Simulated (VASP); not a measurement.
Set up this calculation in VASP 6.6.1, as the native input.

* Task: single point
* Functional: LDA
* Potentials or basis: VASP PAW LDA potentials, release 64 (Sc_sv)
* Cutoff: 520 eV
* k mesh: 18 × 18 × 11
* Occupations: fermi-dirac, width 0.05 eV
* Spin: collinear spin
* Starting moments: [1.0, 1.0] μB
* Dipole correction: no
* Further INCAR settings: ALGO = Normal; EDIFF = 1e-06; NBANDS = 22

The structure of Sc lies in POSCAR:

```
Sc
1.0
    3.2280843683      0.0000000000      0.0000000000
   -1.6140421842      2.7956030685      0.0000000000
    0.0000000000      0.0000000000      4.9887837251
Sc
2
Direct
    0.3333333333      0.6666666667      0.2500000000
    0.6666666667      0.3333333333      0.7500000000
```

These files were run (other wordings do the same):

INCAR

```
ALGO = Normal
EDIFF = 1E-6
ENCUT = 520
ISIF = 2
ISMEAR = -1
ISPIN = 2
LASPH = True
LCHARG = False
LMAXMIX = 4
LORBIT = 11
LREAL = False
LWAVE = False
MAGMOM = 1 1
NBANDS = 22
NELM = 150
PREC = Accurate
SIGMA = 0.05
```

KPOINTS

```
k-points
0
Gamma
  18 18 11
```

Potentials or basis: VASP PAW LDA potentials, release 64 (Sc_sv).

The run is started by

```sh
$ cat potpaw_LDA.64/Sc_sv/POTCAR > POTCAR
$ mpirun -np 1 vasp_std > vasp.out
```

It gave:

| Item | Value |
| --- | --- |
| Pressure | 0.2 GPa |
| Band gap on the k mesh | zero (filled and empty bands overlap) |
| Net moment | 0.00 μB per cell |
| Valence electrons inside the program's atomic spheres | Sc 9.51 |

It took 7.7 min on 1 thread of Intel Xeon 8259CL, on a shared host, peak memory 0.38 GiB.
